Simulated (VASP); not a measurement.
A run of VASP 6.6.1 is set up as follows.

INCAR

```
SYSTEM = Au
  PREC = Accurate
  ENCUT = 520
  EDIFF = 1E-6
  ISMEAR = -1
  SIGMA = 0.03
  LREAL = .False.
  LASPH = .True.
  NELM = 100
  ALGO = Normal
  ISIF = 2
  LWAVE = .False.
  LCHARG = .True.
  GGA = PE
  LELF = .True.
  LVHAR = .True.
  NBANDS = 18
```

KPOINTS

```
Automatic mesh
0
Gamma
  14 14 8
  0 0 0
```

Contents of POSCAR:

```
Au
1.0
    2.9381606606      0.0000000000      0.0000000000
   -1.4690803303      2.5445217725      0.0000000000
    0.0000000000      0.0000000000      4.9442178906
Au
2
Direct
    0.3333333333      0.6666666667      0.7500000000
    0.6666666667      0.3333333333      0.2500000000
```

Potentials or basis: VASP PAW PBE potentials, release 64 (Au).

The run is started by

```sh
$ cat potpaw_PBE.64/Au/POTCAR > POTCAR
$ mpirun -np 1 vasp_std > vasp.out
```

Problem. Predict the band gap on the k mesh.

Solution. Zero (band 11 reaches 11.80 eV, above the bottom of band 12 at 5.66 eV).

Problem. Estimate the pressure.

Solution. -3.4 GPa.

Stress tensor (GPa, compression positive):
```
-3.34  0.00  0.00
 0.00 -3.34  0.00
 0.00  0.00 -3.49
```

Caveat: spin-orbit coupling is left out, which moves the levels of the heavy elements.
